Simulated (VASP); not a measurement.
A run of VASP 6.6.1 is set up as follows.

Contents of INCAR:

```
ALGO = Normal
DIPOL = 0.5 0.5 0.500
EDIFF = 1E-6
ENCUT = 520
GGA = PE
IDIPOL = 3
ISIF = 2
ISMEAR = 0
LASPH = True
LCHARG = True
LDIPOL = True
LELF = True
LREAL = False
LVACPOTAV = True
LVHAR = True
LWAVE = False
NBANDS = 23
NELM = 80
PREC = Accurate
SIGMA = 0.1
```

KPOINTS

```
k-points
0
Gamma
  11 11 1
```

Contents of POSCAR:

```
TaC
1.0
    3.1644852942      0.0000000000      0.0000000000
    0.0000000000      3.1644852942      0.0000000000
    0.0000000000      0.0000000000     17.2376290105
Ta C
2 2
Direct
    0.5000000000      0.5000000000      0.4350946407
    0.0000000000      0.0000000000      0.5649053593
    0.0000000000      0.0000000000      0.4350946407
    0.5000000000      0.5000000000      0.5649053593
```

Potentials or basis: VASP PAW PBE potentials, release 64 (Ta_pv, C).

Run with:

```console
$ cat potpaw_PBE.64/Ta_pv/POTCAR potpaw_PBE.64/C/POTCAR > POTCAR
$ mpirun -np 1 vasp_std > vasp.out
```

(1) What does it give for the band gap on the k mesh?

(2) What does it give for the largest force?

## Answers

(1) zero (bands 15 and 16 overlap by 2.24 eV).

(2) 2.218 eV/Å.

Caveat: the cell differs from its parent crystal (atoms taken out); spin-orbit coupling is left out, which moves the levels of the heavy elements.
